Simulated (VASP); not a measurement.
# LiSi16 (a cell with a defect) in VASP: notebook, part 2 of 2

VASP 6.6.1. The steps go on from the part before.

## (3) Single point, PBE+D3(BJ)

INCAR reads:

```
PREC = Accurate ; ENCUT = 520
EDIFF = 1E-7 ; ISMEAR = -1
SIGMA = 0.05 ; LREAL = Auto
LASPH = T ; NELM = 60
ALGO = Normal ; ISIF = 2
LWAVE = F ; LCHARG = T
GGA = PE ; IVDW = 12
LELF = T ; LVHAR = T
NELECT = 66.0 ; NBANDS = 48
```

KPOINTS reads:

```
Automatic mesh
0
Gamma
  2 2 2
```

POSCAR reads:

```
LiSi16
1.0
    0.0000000000      5.4300000000      5.4300000000
    5.4300000000      0.0000000000      5.4300000000
    5.4300000000      5.4300000000      0.0000000000
Si Li
16 1
Direct
    0.0031828729      0.0061145488     -0.0084421731
    0.1190732044      0.1433941989      0.1225820442
    0.0030082873      0.0062699816      0.5068771639
    0.1487505525      0.1192522099      0.6198593923
   -0.0257435543      0.5108485267      0.0114560773
    0.1194966851      0.6219690608      0.1225766114
    0.0031825046      0.4909506446      0.5067220994
    0.1190729282      0.6219747698      0.6440018416
    0.4954526703      0.0081710866      0.0003440147
    0.6298207182      0.1259485267      0.1218534991
    0.5211987109     -0.0060419890      0.4945666667
    0.6297133517      0.1260686004      0.6266772560
    0.4958269797      0.4996011971      0.0002100368
    0.6037749540      0.6330920810      0.1337009208
    0.4954524862      0.4997353591      0.5087799263
    0.6298202578      0.6212449355      0.6265574586
    0.1598988950      0.7824504604      0.2830578269
```

Potentials or basis: VASP PAW PBE potentials, release 64 (Si, Li_sv).

Launch:

```console
cat potpaw_PBE.64/Si/POTCAR potpaw_PBE.64/Li_sv/POTCAR > POTCAR
mpirun -np 1 vasp_std > vasp.out
```

OUTCAR:

```text
PREC = Accurate
   ENCUT = 520
   EDIFF = 1E-7
   ISMEAR = -1
   LREAL = Auto
   LASPH = T
   NELM = 60
   ISIF = 2
   GGA = PE
   IVDW = 12
   NELECT = 66.0
 IVDW          = 12

 ion  position               nearest neighbor table
   1  0.003  0.006  0.992-   4 2.34  10 2.34   6 2.41   2 2.41  17 2.49
   2  0.119  0.143  0.123-   5 2.31  17 2.32   9 2.36   1 2.41   3 2.41
   3  0.003  0.006  0.507-   4 2.34  12 2.34   2 2.41   8 2.41  17 2.48
   4  0.149  0.119  0.620-   1 2.34   7 2.34   3 2.34  11 2.34
   5  0.974  0.511  0.011-   8 2.31   2 2.31   6 2.31  14 2.32
   6  0.119  0.622  0.123-   5 2.31  17 2.33  13 2.36   7 2.41   1 2.41
   7  0.003  0.491  0.507-   4 2.34  16 2.34   6 2.41   8 2.41  17 2.49
   8  0.119  0.622  0.644-   5 2.31  17 2.32  15 2.36   7 2.41   3 2.41
   9  0.495  0.008  0.000-  10 2.34  12 2.34  14 2.35   2 2.36
  10  0.630  0.126  0.122-  11 2.34   1 2.34  13 2.34   9 2.34
  11  0.521  0.994  0.495-   4 2.34  16 2.34  10 2.34  12 2.34
  12  0.630  0.126  0.627-  11 2.34   3 2.34   9 2.34  15 2.34
  13  0.496  0.500  0.000-  16 2.34  10 2.34  14 2.35   6 2.36
  14  0.604  0.633  0.134-   5 2.32  13 2.35  15 2.35   9 2.35  17 2.78
  15  0.495  0.500  0.509-  16 2.34  12 2.34  14 2.35   8 2.36
  16  0.630  0.621  0.627-  11 2.34   7 2.34  13 2.34  15 2.34
[... 210 lines left out ...]
      4      -3.6105      2.00000
      5      -3.6098      2.00000
      6      -3.5766      2.00000
[... 277 lines left out ...]
     44      10.2898      0.00000
     45      10.3281      0.00000
 [bands above 45 left out]

------------------------ aborting loop because EDIFF is reached ----------------------------------------

 Edisp (eV)   -5.45713

 E8    (eV) :    -2.2610

  FORCE on cell =-STRESS in cart. coord.  units (eV):
  Direction    XX          YY          ZZ          XY          YZ          ZX
  --------------------------------------------------------------------------------------
  -------------------------------------------------------------------------------------
  Total      -6.55454    -6.57242    -6.57242     0.60488    -0.63493     0.60488
  in kB     -32.79621   -32.88564   -32.88564     3.02654    -3.17691     3.02654
  external pressure =      -32.86 kB  Pullay stress =        0.00 kB

 VOLUME and BASIS-vectors are now :
 -----------------------------------------------------------------------------
  energy-cutoff  :      520.00
  volume of cell :      320.21
      direct lattice vectors                 reciprocal lattice vectors
     0.000000000  5.430000000  5.430000000    -0.092081031  0.092081031  0.092081031
     5.430000000  0.000000000  5.430000000     0.092081031 -0.092081031  0.092081031
     5.430000000  5.430000000  0.000000000     0.092081031  0.092081031 -0.092081031

 POSITION                                       TOTAL-FORCE (eV/Angst)
 -----------------------------------------------------------------------------------
      5.41736      5.40144      0.05048         0.036671     -0.004579     -0.040970
      1.44425      1.31219      1.42520         0.031193     -0.036314     -0.038204
      2.78639      2.76868      0.05038        -0.003352     -0.042810     -0.042810
      4.01338      4.17355      1.45525         0.033962     -0.042662     -0.042662
      2.83611      5.35242      8.06412         0.012480     -0.015717     -0.015717
      4.04288      1.31446      4.02616         0.026102     -0.042671     -0.042671
[... 9 lines left out ...]
      6.77557      6.82213      6.79328         0.034513     -0.025883     -0.011491
      5.78571      2.40525      5.11696        -0.443880      0.428387      0.428387
 -----------------------------------------------------------------------------------
    total drift:                               -0.004624     -0.002940     -0.000131

  FREE ENERGIE OF THE ION-ELECTRON SYSTEM (eV)
  ---------------------------------------------------
  free  energy   TOTEN  =       -98.6890215255 eV

  energy  without entropy=      -98.6866494543  energy(sigma->0) =      -98.68783549
```

Wall time 2.4 min (1 thread of Intel Xeon 6975P-C (Granite Rapids), shared host); peak memory 0.48 GiB.

What came out:

* Free energy: -98.6890 eV
* Largest force: 0.751 eV/Å
* Dispersion energy per atom: -0.321 eV

Forces on the atoms (eV/Å):
```
Si   0.037 -0.005 -0.041
Si   0.031 -0.036 -0.038
Si  -0.003 -0.043 -0.043
Si   0.034 -0.043 -0.043
Si   0.012 -0.016 -0.016
Si   0.026 -0.043 -0.043
Si   0.037 -0.041 -0.005
Si   0.031 -0.038 -0.036
Si   0.033 -0.026 -0.015
Si   0.035 -0.011 -0.026
Si   0.042 -0.031 -0.031
Si   0.020 -0.026 -0.026
Si   0.027 -0.023 -0.023
Si   0.015 -0.005 -0.005
Si   0.033 -0.015 -0.026
Si   0.035 -0.026 -0.011
Li  -0.444  0.428  0.428
```

Caveat: the k points lie up to 0.50 Å⁻¹ apart; the cell carries a net charge on a neutralising background, which shifts energy and pressure; the cell is charged against a uniform background, so pressure and absolute levels hang on convention; the cutoff is under 1.25 times the usual one of these potentials, so pressure, stress and relaxed cells hold a basis-set (Pulay) error.
